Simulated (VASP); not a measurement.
# MgH6 (P-6m2) in VASP: notebook

Runs on MgH6. Level: PBE. Tasks: single point, relaxation of cell and atoms.

All numbers are computed with VASP 6.6.1; they aren't measurements. Logs are shortened: lines on timing, memory, paths and dates and some standing lists are left out, and cuts for length are marked.

## (1) The cell of the first run

Symmetry: P-6m2, No. 187, hexagonal system. The conventional cell has a = 4.257 Å, b = 4.257 Å, c = 3.771 Å, α = 90.00°, β = 90.00°, γ = 120.00°. Mg (site symmetry -6m2) has 8 H at 1.89 to 2.18 Å within 2.5 Å. H (site symmetry 3m) has 1 H at 0.77 Å within 1.0 Å. H (site symmetry -6m2) has 2 Mg at 1.89 Å and 6 H at 2.49 Å within 2.5 Å. Within 1.7 Å of H (site symmetry mm2) lie 2 H at 1.30 Å.

The cell was built from a structure type or drawn by symmetry, and may not be a known phase.

## (2) Single point, PBE

INCAR

```
SYSTEM = MgH6
PREC     = Accurate       ! precision mode
ENCUT    = 520            ! plane-wave cutoff, eV
EDIFF    = 1E-6           ! SCF threshold, eV
ISMEAR   = 0              ! smearing method
SIGMA    = 0.1            ! smearing width, eV
LREAL    = .False.        ! projectors in reciprocal space
LASPH    = .True.         ! aspherical terms in the spheres
NELM     = 100            ! most SCF steps
ALGO     = Normal         ! electronic algorithm
ISIF     = 2              ! what is computed and relaxed
LWAVE    = .False.        ! write WAVECAR
LCHARG   = .False.        ! write CHGCAR
GGA      = PE             ! functional
NBANDS   = 13             ! bands
```

KPOINTS

```
Automatic mesh
0
Gamma
  6 6 4
  0 0 0
```

POSCAR

```
MgH6
1.0
    4.2568122745      0.0000000000      0.0000000000
   -2.1284061372      3.6865075688      0.0000000000
    0.0000000000      0.0000000000      3.7705008210
Mg H
1 6
Direct
    0.0000000000      0.0000000000      0.0000000000
    0.6666666667      0.3333333333      0.6016437203
    0.6666666667      0.3333333333      0.3983562797
    0.0000000000      0.0000000000      0.5000000000
    0.4347525895      0.5652474105      0.0000000000
    0.4347525895     -0.1304948210      0.0000000000
    1.1304948210      0.5652474105      0.0000000000
```

Potentials or basis: VASP PAW PBE potentials, release 64 (Mg, H).

Run with:

```console
> cat potpaw_PBE.64/Mg/POTCAR potpaw_PBE.64/H/POTCAR > POTCAR
> mpirun -np 1 vasp_std > vasp.out
```

OUTCAR:

```text
SYSTEM = MgH6
   PREC = Accurate
   ENCUT = 520
   EDIFF = 1E-6
   ISMEAR = 0
   LREAL = .False.
   LASPH = .True.
   NELM = 100
   ISIF = 2
   GGA = PE

 ion  position               nearest neighbor table
   1  0.000  0.000  0.000-   4 1.89   4 1.89   7 2.18   7 2.18   5 2.18   6 2.18   5 2.18   6 2.18

   2  0.667  0.333  0.602-   3 0.77
   3  0.667  0.333  0.398-   2 0.77
   4  0.000  0.000  0.500-   1 1.89   1 1.89
   5  0.435  0.565  0.000-   1 2.18   1 2.18
   6  0.435  0.870  0.000-   1 2.18   1 2.18
   7  0.130  0.565  0.000-   1 2.18   1 2.18

  LATTYP: Found a hexagonal cell.
 ALAT       =     4.2568122745
 C/A-ratio  =     0.8857568946

  Lattice vectors:

 A1 = (   4.2568122745,   0.0000000000,   0.0000000000)
 A2 = (  -2.1284061372,   3.6865075688,   0.0000000000)
 A3 = (   0.0000000000,   0.0000000000,   3.7705008210)

Analysis of symmetry for initial positions (statically):
=====================================================================
 Subroutine PRICEL returns:
 Original cell was already a primitive cell.

 Routine SETGRP: Setting up the symmetry group for a
 hexagonal supercell.

 Subroutine GETGRP returns: Found 12 space group operations
 (whereof 12 operations were pure point group operations)
 out of a pool of 24 trial point group operations.

The static configuration has the point symmetry D_3h.

Analysis of symmetry for dynamics (positions and initial velocities):
=====================================================================
 Subroutine PRICEL returns:
 Original cell was already a primitive cell.

 Routine SETGRP: Setting up the symmetry group for a
 hexagonal supercell.

 Subroutine GETGRP returns: Found 12 space group operations
 (whereof 12 operations were pure point group operations)
 out of a pool of 24 trial point group operations.

The dynamic configuration has the point symmetry D_3h.

 Subroutine INISYM returns: Found 12 space group operations
 (whereof 12 operations are pure point group operations),
 and found     1 'primitive' translations

----------------------------------------------------------------------------------------

                                     Primitive cell

  volume of cell :      59.1696

  direct lattice vectors                    reciprocal lattice vectors
     4.256812274  0.000000000  0.000000000     0.234917571  0.135629723  0.000000000
    -2.128406137  3.686507569  0.000000000     0.000000000  0.271259446  0.000000000
     0.000000000  0.000000000  3.770500821     0.000000000  0.000000000  0.265216757

  length of vectors
     4.256812274  4.256812274  3.770500821     0.271259446  0.271259446  0.265216757

  position of ions in fractional coordinates (direct lattice)
     0.000000000  0.000000000  0.000000000
     0.666666667  0.333333333  0.601643720
     0.666666667  0.333333333  0.398356280
     0.000000000  0.000000000  0.500000000
     0.434752590  0.565247410  0.000000000
     0.434752590  0.869505179  0.000000000
     0.130494821  0.565247410  0.000000000

  ion indices of the primitive-cell ions
   primitive index   ion index
                 1           1
                 2           2
                 3           3
                 4           4
                 5           5
                 6           6
                 7           7

----------------------------------------------------------------------------------------

 KPOINTS: Automatic mesh

Automatic generation of k-mesh.
 Grid dimensions read from file:
 generate k-points for:    6    6    4

 Generating k-lattice:

  Cartesian coordinates                     Fractional coordinates (reciprocal lattice)
     0.039152929  0.022604954  0.000000000     0.166666667  0.000000000  0.000000000
     0.000000000  0.045209908  0.000000000     0.000000000  0.166666667  0.000000000
     0.000000000  0.000000000  0.066304189     0.000000000  0.000000000  0.250000000

  Length of vectors
     0.045209908  0.045209908  0.066304189

  Shift w.r.t. Gamma in fractional coordinates (k-lattice)
     0.000000000  0.000000000  0.000000000

 Subroutine IBZKPT returns following result:
 ===========================================

 Found     21 irreducible k-points:

 Following reciprocal coordinates:
            Coordinates               Weight
  0.000000  0.000000  0.000000      1.000000
  0.166667 -0.000000  0.000000      6.000000
  0.333333 -0.000000  0.000000      6.000000
  0.500000 -0.000000  0.000000      3.000000
  0.166667  0.166667  0.000000      6.000000
  0.333333  0.166667  0.000000     12.000000
[... 13 lines left out ...]
  0.333333  0.166667  0.500000     12.000000
  0.333333  0.333333  0.500000      2.000000
   k-points           NKPTS =     21   k-points in BZ     NKDIM =     21   number of bands    NBANDS=     13
   number of dos      NEDOS =    301   number of ions     NIONS =      7
   total plane-waves  NPLWV =  28672
   dimension x,y,z NGX =    32 NGY =   32 NGZ =   28
   dimension x,y,z NGXF=    64 NGYF=   64 NGZF=   56
   ions per type =               1   6
   NGX,Y,Z   is equivalent  to a cutoff of  12.50, 12.50, 12.35 a.u.
   NGXF,Y,Z  is equivalent  to a cutoff of  24.99, 24.99, 24.69 a.u.
 SYSTEM =  MgH6
   PREC   = accura    normal or accurate (medium, high low for compatibility)
   ISTART =      0    job   : 0-new  1-cont  2-samecut
   ICHARG =      2    charge: 1-file 2-atom 10-const
   ISPIN  =      1    spin polarized calculation?
   LNONCOLLINEAR =      F non collinear calculations
   LSORBIT =      F    spin-orbit coupling
   LASPH  =      T    aspherical Exc in radial PAW
   ENCUT  =  520.0 eV  38.22 Ry    6.18 a.u.   7.91  7.91  7.01*2*pi/ulx,y,z
   NELM   =    100;   NELMIN=  2; NELMDL= -5     # of ELM steps
   EDIFF  = 0.1E-05   stopping-criterion for ELM
   LREAL  =      F    real-space projection
   EDIFFG = 0.1E-04   stopping-criterion for IOM
   NSW    =      0    number of steps for IOM
   IBRION =     -1    ionic relax: 0-MD 1-quasi-New 2-CG
   NFREE  =      0    steps in history (QN), initial steepest desc. (CG)
   ISIF   =      2    stress and relaxation
   ISYM   =      2    0-nonsym 1-usesym 2-fastsym
   POTIM  = 0.5000    time-step for ionic-motion
   TEBEG  =    0.0;   TEEND  =   0.0 temperature during run
   PSTRESS=    0.0 pullay stress
   NELECT =       8.0000    total number of electrons
   NUPDOWN=      -1.0000    fix difference up-down
   EMIN   =  10.00;   EMAX   =-10.00  energy-range for DOS
   EFERMI =   0.00;   METHOD = LEGACY
   ISMEAR =     0;   SIGMA  =   0.10  broadening in eV -4-tet -1-fermi 0-gaus
   EFERMI_NEDOS =   21; number of points for ismear=-14 and -15
   IALGO  =     38    algorithm
   IMIX   =      4    mixing-type and parameters
     AMIX     =   0.40;   BMIX     =  1.00
     AMIX_MAG =   1.60;   BMIX_MAG =  1.00
  volume/ion in A,a.u.               =       8.45        57.04
  Fermi-wavevector in a.u.,A,eV,Ry     =   0.840244  1.587830  9.605842  0.706009
  Thomas-Fermi vector in A             =   1.954594
   LORBIT       =      0    0 simple, 1 ext, 2 COOP (PROOUT), +10 PAW based schemes
   GGA     = PE    functional components
   LHFCALC =     F    Hartree Fock is set to
   AEXX    =    0.0000 exact exchange contribution
   IVDW    =     0    specifies the selected vdW correction
   LEPSILON=     F    determine dielectric tensor
   LRPA    =     F    only Hartree local field effects (RPA)
 non-spin polarized calculation
 Gauss-broadening in eV      SIGMA  =   0.10
  energy-cutoff  :      520.00
  volume of cell :       59.17
 maximum number of plane-waves:      1626
 NGX is ok and might be reduce to    32
   NGX = 15   NGY = 15   NGZ = 15

 number of electron       7.9999998 magnetization

 Free energy of the ion-electron system (eV)
  ---------------------------------------------------
  ext. energy  EPLUGINS =         0.00000000
  ---------------------------------------------------
  free energy    TOTEN  =       -17.69985329 eV

  energy without entropy =      -17.68616149  energy(sigma->0) =      -17.69300739

 E-fermi :  -0.2077     XC(G=0):  -7.8893

 val. band max:       -0.2609115810   @ k =   0.3333  -0.0000   0.0000
 cond. band min:      -0.2059003413   @ k =   0.1667   0.1667   0.0000
 fundamental gap:      0.0550112397
 Fermi energy:        -0.2077423389

 k-point     1 :       0.0000    0.0000    0.0000
  band No.  band energies     occupation
      1      -9.8164      2.00000
      2      -5.5235      2.00000
      3      -2.1384      2.00000
      4       0.4602      0.00000
      5       0.4602      0.00000
      6       4.0580      0.00000
      7       4.8730      0.00000
      8       4.8730      0.00000
      9       6.3207      0.00000
     10      11.2797      0.00000
     11      11.5890      0.00000
     12      13.6446      0.00000
     13      13.6446      0.00000

 k-point     2 :       0.1667   -0.0000    0.0000
  band No.  band energies     occupation
      1      -9.5942      2.00000
      2      -5.7393      2.00000
      3      -2.5520      2.00000
      4       0.1680      0.00000
      5       0.1759      0.00000
      6       4.3324      0.00000
      7       5.5494      0.00000
      8       5.6153      0.00000
      9       7.2407      0.00000
     10      10.1650      0.00000
     11      10.5547      0.00000
     12      12.6650      0.00000
     13      12.8046      0.00000
[... 273 lines left out ...]
 k-point    20 :       0.3333    0.1667    0.5000
  band No.  band energies     occupation
      1      -8.1340      2.00000
      2      -6.1530      2.00000
      3      -2.9323      2.00000
      4      -2.4412      2.00000
      5      -0.6662      2.00000
      6       3.6020      0.00000
      7       4.5563      0.00000
      8       7.2755      0.00000
      9       7.6103      0.00000
     10      10.0748      0.00000
     11      10.3363      0.00000
     12      12.3362      0.00000
     13      14.1489      0.00000

 k-point    21 :       0.3333    0.3333    0.5000
  band No.  band energies     occupation
      1      -8.0249      2.00000
      2      -6.0531      2.00000
      3      -3.0457      2.00000
      4      -2.3101      2.00000
      5      -1.4957      2.00000
      6       3.0917      0.00000
      7       6.0178      0.00000
      8       7.3330      0.00000
      9       8.6474      0.00000
     10       8.6772      0.00000
     11      10.3336      0.00000
     12      12.7273      0.00000
     13      12.7612      0.00000

------------------------ aborting loop because EDIFF is reached ----------------------------------------

  FORCE on cell =-STRESS in cart. coord.  units (eV):
  Direction    XX          YY          ZZ          XY          YZ          ZX
  --------------------------------------------------------------------------------------
  -------------------------------------------------------------------------------------
  Total       -0.0894699     -0.0894699     -0.0324034     -0.0000000      0.0000000      0.0000000
  in kB       -2.4226391     -2.4226391     -0.8774098     -0.0000000      0.0000000      0.0000000
  external PRESSURE =      -1.9075627 kB  Pullay stress =       0.0000000 kB

 VOLUME and BASIS-vectors are now :
 -----------------------------------------------------------------------------
  energy-cutoff  :      520.00
  volume of cell :       59.17
      direct lattice vectors                 reciprocal lattice vectors
     4.256812274  0.000000000  0.000000000     0.234917571  0.135629723  0.000000000
    -2.128406137  3.686507569  0.000000000     0.000000000  0.271259446  0.000000000
     0.000000000  0.000000000  3.770500821     0.000000000  0.000000000  0.265216757

 POSITION                                       TOTAL-FORCE (eV/Angst)
 -----------------------------------------------------------------------------------
      0.00000      0.00000      0.00000         0.000000      0.000000     -0.000000
      2.12841      1.22884      2.26850         0.000000      0.000000     -0.014582
      2.12841      1.22884      1.50200         0.000000      0.000000      0.014582
      0.00000      0.00000      1.88525         0.000000      0.000000     -0.000000
      0.64758      2.08379      0.00000         0.007729     -0.004463      0.000000
      0.00000      3.20544      0.00000         0.000000      0.008925     -0.000000
     -0.64758      2.08379      0.00000        -0.007729     -0.004463      0.000000
 -----------------------------------------------------------------------------------
    total drift:                                0.000000     -0.000000      0.000000

  FREE ENERGIE OF THE ION-ELECTRON SYSTEM (eV)
  ---------------------------------------------------
  free  energy   TOTEN  =       -17.6998532854 eV

  energy  without entropy=      -17.6861614885  energy(sigma->0) =      -17.69300739
```

Run time: 10 s. Hardware: 1 thread of Intel Xeon Platinum 8488C (Sapphire Rapids), shared host; peak memory 0.17 GiB.

Results:

| Item | Value |
| --- | --- |
| Free energy | -17.6999 eV |
| Pressure | -0.2 GPa |
| Largest force | 0.015 eV/Å |
| Band gap on the k mesh | zero (bands 4 and 5 overlap by 2.30 eV) |

Forces in eV/Å, atoms in the order of the input:
```
Mg   0.000  0.000  0.000
H    0.000  0.000 -0.015
H    0.000  0.000  0.015
H    0.000  0.000  0.000
H    0.008 -0.004  0.000
H    0.000  0.009  0.000
H   -0.008 -0.004  0.000
```

Caveat: the k points lie up to 0.42 Å⁻¹ apart, too coarse for converged energies and pressures of a metal.

[end of part 1 of 2]
